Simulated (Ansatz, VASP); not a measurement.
## Two plane-wave programs on MgO

File INCAR:

```
SYSTEM = MgO
PREC = Accurate
ENCUT = 600
EDIFF = 1E-6
ISMEAR = -1
SIGMA = 0.08
LREAL = .False.
LASPH = .True.
NELM = 100
ALGO = Normal
ISIF = 3
LWAVE = .False.
LCHARG = .False.
GGA = PS
IBRION = 2
NSW = 100
EDIFFG = -0.002
```

The input KPOINTS:

```
regular mesh
0
Gamma
  20 20 20
  0 0 0
```

POSCAR

```
MgO
1.0
    0.0000000000      2.1085000000      2.1085000000
    2.1085000000      0.0000000000      2.1085000000
    2.1085000000      2.1085000000      0.0000000000
Mg O
1 1
Direct
    0.0000000000      0.0000000000      0.0000000000
    0.5000000000      0.5000000000      0.5000000000
```

Input for Ansatz:

```yaml
crystal:
  lattice:
    - [0.0, 2.1085, 2.1085]
    - [2.1085, 0.0, 2.1085]
    - [2.1085, 2.1085, 0.0]
  atoms:
    - { symbol: Mg, position: [0.0, 0.0, 0.0] }
    - { symbol: O, position: [0.5, 0.5, 0.5] }
kpoints:
  mp_grid: { grid: [20, 20, 20] }
scf:
  occupations: { method: fermi_dirac, width: 0.08 }
hamiltonian:
  xc: pbesol
  pseudopotentials: { kind: paw }
relax:
  f_tol: 0.002
  max_steps: 80
  cell: {}
output:
  forces: true
  stress: true
  write_density: true
  write_potential: true
  elf: true
  volumetric_format: npy
```

Alike in both runs: task relaxation of cell and atoms; functional PBEsol; k mesh 20 × 20 × 20; occupations fermi-dirac, width 0.08 eV; no spin polarisation.

|  | VASP | Ansatz |
| --- | --- | --- |
| version | VASP 6.6.1 | Ansatz 0.2.0 |
| potentials or method | VASP PAW PBE potentials, release 64 (Mg, O) | PAW with Ansatz's default frozen-core files, scalar-relativistic |
| plane-wave cutoff (eV) | 600 | 420 |
| valence electrons in the cell | 8 | 16 |

VASP gave:

| Item | Value |
| --- | --- |
| gap on the k mesh at the Fermi level, each at its own relaxed structure (eV) | 4.66 |
| relaxed volume (Å³/atom) | 9.31 |
| relaxed cell length with the largest relative difference (Å) | 2.975 |

**Question.** Estimate Ansatz's values.

**Answer.** gap on the k mesh at the Fermi level, each at its own relaxed structure (eV): 4.62; relaxed volume (Å³/atom): 9.36; relaxed cell length with the largest relative difference (Å): 2.980.

VASP's potentials were made for PBE, not for PBEsol. VASP's potentials hold 8 valence electrons a cell and Ansatz's 16, so a difference there can come from the potentials and not from the codes.
